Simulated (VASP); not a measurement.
## HgTe: single point with r2SCAN

Crystal: HgTe.

```
CELL_PARAMETERS angstrom
0.00000 3.21450 3.21450
3.21450 0.00000 3.21450
3.21450 3.21450 0.00000
ATOMIC_POSITIONS crystal
Hg 0.00000 0.00000 0.00000
Te 0.25000 0.25000 0.25000
```

| Quantity | Value |
| --- | --- |
| Program | VASP 6.6.1 |
| Task | single point |
| Functional | r2SCAN |
| Potentials or basis | VASP PAW PBE potentials, release 64 (Hg, Te) |
| Cutoff | 550 eV |
| k mesh | 3 × 3 × 3 |
| Occupations | fermi-dirac, width 0.1 eV |
| Spin | no spin polarisation |

The pressure is 4.7 GPa and the band gap on the k mesh is zero (filled and empty bands touch).

Levels at points of the mesh, in eV from the Fermi level:
| k point | band 5 | band 6 | band 7 | band 8 | band 9 | band 10 | band 11 | band 12 | band 13 | band 14 |
| --- | --- | --- | --- | --- | --- | --- | --- | --- | --- | --- |
| (0.00, 0.00, 0.00) | -7.29 | -7.29 | -0.46 | -0.07 | -0.07 | -0.07 | 4.42 | 4.42 | 4.42 | 6.70 |

Run time: 33 s on 1 thread of Intel Xeon 8259CL, with other jobs on the host, peak memory 0.21 GiB.

Caveat: the k points lie up to 0.56 Å⁻¹ apart; semilocal functionals underestimate gaps, and a narrow one can read as zero; the PAW data sets were made with another functional, which shifts forces and pressure a little; spin-orbit coupling is left out, which moves the levels of the heavy elements.
